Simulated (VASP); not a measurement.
Runs of VASP 6.6.1 on SiC. The structure is that of space group Fm-3m (No. 225), or close to it. The cells are those of the table. 

| task | cell | k mesh | cutoff (eV) | smearing | gap on the mesh (eV) | pressure (GPa) | relaxed volume (Å³/atom) |
| --- | --- | --- | --- | --- | --- | --- | --- |
| single point | a = 2.997 Å, angles 60.0°, 2 atoms | 8 × 8 × 8 | 520 | gaussian 0.1 eV | none | -25.6 | - |
| relaxation of cell and atoms | relaxed from a = 2.855 Å, angles 60.0°, 2 atoms | 18 × 18 × 18 | 600 | gaussian 0.1 eV | none | 0.1 | 8.22 |
| single point | a = 2.854 Å, angles 60.0°, 2 atoms | 20 × 20 × 20 | 520 | fermi-dirac 0.15 eV | none | 0.6 | - |
| relaxation of cell and atoms | relaxed from a = 2.853 Å, angles 60.0°, 2 atoms | 20 × 20 × 20 | 600 | fermi-dirac 0.15 eV | none | 0.0 | (a) |
| single point | a = 2.853 Å, angles 60.0°, 2 atoms | 18 × 18 × 18 | 520 | gaussian 0.1 eV | none | 0.6 | - |

Alike in all rows: level PBEsol; potentials or basis VASP PAW PBE potentials, release 64 (Si, C); no spin polarisation.

Fill in the values left out.

(a) 8.23.

Caveats: the PAW data sets were made with another functional, which shifts forces and pressure a little.

A gap of «none» marks levels without a gap at the run's occupations.
